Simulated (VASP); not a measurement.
Set up this calculation in VASP 6.6.1, as the native input.

| Property | Result |
| --- | --- |
| Task | single point |
| Functional | PBEsol |
| Potentials or basis | VASP PAW PBE potentials, release 64 (Si, C) |
| Cutoff | 520 eV |
| k mesh | 12 × 12 × 12 |
| Occupations | gaussian, width 0.05 eV |
| Spin | no spin polarisation |
| Dipole correction | no |
| Further INCAR settings | ALGO = Normal; EDIFF = 1e-07; NBANDS = 11 |

The structure of SiC lies in POSCAR:

```
SiC
1.0
    0.0000000000      2.1419012591      2.1419012591
    2.1419012591      0.0000000000      2.1419012591
    2.2611337625      2.2611337625     -0.1192325034
Si C
1 1
Direct
    0.0000000000      0.0000000000      0.0000000000
    0.7500000000      0.7500000000      0.7500000000
```

The input as run:

INCAR

```
PREC = Accurate ; ENCUT = 520
EDIFF = 1E-7 ; ISMEAR = 0
SIGMA = 0.05 ; LREAL = F
LASPH = T ; NELM = 60
ALGO = Normal ; ISIF = 2
LWAVE = F ; LCHARG = F
GGA = PS ; NBANDS = 11
```

KPOINTS

```
regular mesh
0
Gamma
  12 12 12
```

Potentials or basis: VASP PAW PBE potentials, release 64 (Si, C).

Command:

```sh
$ cat potpaw_PBE.64/Si/POTCAR potpaw_PBE.64/C/POTCAR > POTCAR
$ mpirun -np 1 vasp_std > vasp.out
```

Results of the run:

```yaml
Pressure: -4.1 GPa
Largest_force: 0.376 eV/Å
Band_gap_on_the_k_mesh: 0.99 eV, indirect (least direct gap 3.91 eV)
```

Caveat: the PAW data sets were made with another functional, which shifts forces and pressure a little.

Run time: 32 s on 1 thread of Intel Xeon 8259CL (shared host), peak memory 0.16 GiB.
